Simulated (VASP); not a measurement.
Wanted: the native input for a VASP 6.6.1 run.

| Property | Result |
| --- | --- |
| Task | single point |
| Functional | PBE |
| Dispersion | D3(BJ) |
| Potentials or basis | VASP PAW PBE potentials, release 64 (Te, Mo_sv) |
| Cutoff | 520 eV |
| k mesh | 9 × 9 × 1 |
| Occupations | gaussian, width 0.05 eV |
| Spin | no spin polarisation |
| Dipole correction | yes |
| Further INCAR settings | ALGO = Normal; EDIFF = 1e-06; NBANDS = 35 |

The structure of Te2Mo lies in POSCAR:

```
Te2Mo
1.0
    3.5038816881      0.0000000000      0.0000000000
   -1.7519408440      3.0344505538      0.0000000000
    0.0000000000      0.0000000000     24.7677198395
Te Mo
4 2
Direct
    0.3333333333      0.6666666667      0.1816881017
    0.3333333333      0.6666666667      0.3284056818
    0.3333333333      1.0000000000      0.4689111470
    0.3333333333      1.0000000000      0.6156287272
    0.6666666667      0.3333333333      0.2550468917
    0.6666666667      0.6666666667      0.5422699371
```

The input as run:

INCAR

```
SYSTEM = Te2Mo
PREC = Accurate
ENCUT = 520
EDIFF = 1E-6
ISMEAR = 0
SIGMA = 0.05
LREAL = .FALSE.
LASPH = .TRUE.
NELM = 100
ALGO = Normal
ISIF = 2
LWAVE = .FALSE.
LCHARG = .TRUE.
LDIPOL = .TRUE.
IDIPOL = 3
DIPOL = 0.5 0.5 0.399
GGA = PE
IVDW = 12
LELF = .TRUE.
LVHAR = .TRUE.
LVACPOTAV = .TRUE.
NBANDS = 35
```

KPOINTS

```
Automatic mesh
0
G
  9 9 1
  0 0 0
```

Potentials or basis: VASP PAW PBE potentials, release 64 (Te, Mo_sv).

The run is started by

```sh
$ cat potpaw_PBE.64/Te/POTCAR potpaw_PBE.64/Mo_sv/POTCAR > POTCAR
$ mpirun -np 1 vasp_std > vasp.out
```

Results of the run:

The largest force is 0.142 eV/Å, the band gap on the k mesh is 1.08 eV, indirect (least direct gap 1.15 eV) and the dispersion energy per atom is -0.465 eV.

Caveat: spin-orbit coupling is left out, which moves the levels of the heavy elements.

Run time: 10 min on 1 thread of AMD EPYC 7R13, with other jobs on the host, peak memory 0.48 GiB.
